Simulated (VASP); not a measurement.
Write the native input for VASP 6.6.1 that does the following.

| Item | Value |
| --- | --- |
| Task | single point |
| Functional | PBEsol |
| Potentials or basis | VASP PAW PBE potentials, release 64 (W_sv, S) |
| Cutoff | 520 eV |
| k mesh | 7 × 7 × 7 |
| Occupations | tetrahedron |
| Spin | non-collinear spin, zero start, spin-orbit coupling |
| Starting moments | [[0.0, 0.0, 0.0], [0.0, 0.0, 0.0], [0.0, 0.0, 0.0]] μB |
| Dipole correction | no |
| Further INCAR settings | ALGO = Normal; EDIFF = 1e-06; NBANDS = 39 |

The structure of WS2 lies in POSCAR:

```
WS2
1.0
    1.5684023653      0.9055175278      6.1219674337
   -1.5684023653      0.9055175278      6.1219674337
    0.0000000000     -1.8110350555      6.1219674337
W S
1 2
Direct
    0.0000000000      0.0000000000      0.0000000000
    0.5810000000      0.5810000000      0.5810000000
    0.7503000000      0.7503000000      0.7503000000
```

These files were run (other wordings do the same):

INCAR

```
SYSTEM = WS2
PREC = Accurate ; ENCUT = 520
EDIFF = 1E-6 ; ISMEAR = -5
SIGMA = 0.05 ; LREAL = .FALSE.
LASPH = .TRUE. ; NELM = 150
ALGO = Normal ; ISIF = 2
LWAVE = .FALSE. ; LCHARG = .FALSE.
MAGMOM = 0 0 0 0 0 0 0 0 0 ; LORBIT = 11
LSORBIT = .TRUE. ; GGA_COMPAT = .FALSE.
LORBMOM = .TRUE. ; LMAXMIX = 4
GGA = PS ; NBANDS = 39
```

KPOINTS

```
regular mesh
0
G
  7 7 7
  0 0 0
```

Potentials or basis: VASP PAW PBE potentials, release 64 (W_sv, S).

Command:

```bash
$ cat potpaw_PBE.64/W_sv/POTCAR potpaw_PBE.64/S/POTCAR > POTCAR
$ mpirun -np 1 vasp_ncl > vasp.out
```

It gave:

```
Pressure                                              : 3.3 GPa
Largest force                                         : 0.657 eV/Å
Net moment                                            : 0.00 μB per cell
Valence electrons inside the program's atomic spheres : W 12.13; S 3.70, 3.72
```

Caveat: the cell stands under pressure; the PAW data sets were made with another functional, which shifts forces and pressure a little.

Run time: 23 min on 1 thread of Oxide Virtual Turin-like Processor, with other jobs on the host, peak memory 0.79 GiB.
